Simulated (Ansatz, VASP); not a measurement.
One calculation of CdS3, two programs

```
Cd S
1.0
     2.83122    0.00000    0.00000
     0.00000    2.83122    0.00000
     0.00000    0.00000   11.44141
Cd S
1 3
Direct
  0.00000 0.00000 0.00000
  0.50000 0.50000 0.82659
  0.00000 0.00000 0.50000
  0.50000 0.50000 0.17341
```

Change from the starting cell: species swapped into the TlIn3 type (P4/mmm, No. 123).

Alike in both runs: functional PBE; k mesh 16 × 16 × 4; occupations gaussian, width 0.1 eV; no spin polarisation.

Ansatz relaxed the structure, and its values are those at the end. VASP's run is a single point on that final structure, the one shown.

|  | VASP | Ansatz |
| --- | --- | --- |
| version | VASP 6.6.1 | Ansatz 0.2.0 |
| potentials or method | VASP PAW PBE potentials, release 64 (Cd, S), cutoff 500 eV | scalar-relativistic, plane waves, PAW |
| valence electrons in the cell | 30 | 38 |

Ansatz gave:

| Quantity | Value |
| --- | --- |
| gap on the k mesh at the Fermi level (eV) | none |
| pressure (GPa) | 0.0 |
| rms of the force components (eV/Å) | 0.003 |

Q: Which values does VASP return?

A: gap on the k mesh at the Fermi level (eV): none; pressure (GPa): 0.3; rms of the force components (eV/Å): 0.020.

A gap of «none» marks a metal or a gap that the smearing closes. VASP's potentials hold 30 valence electrons a cell and Ansatz's 38, so a difference there can come from the potentials and not from the codes.
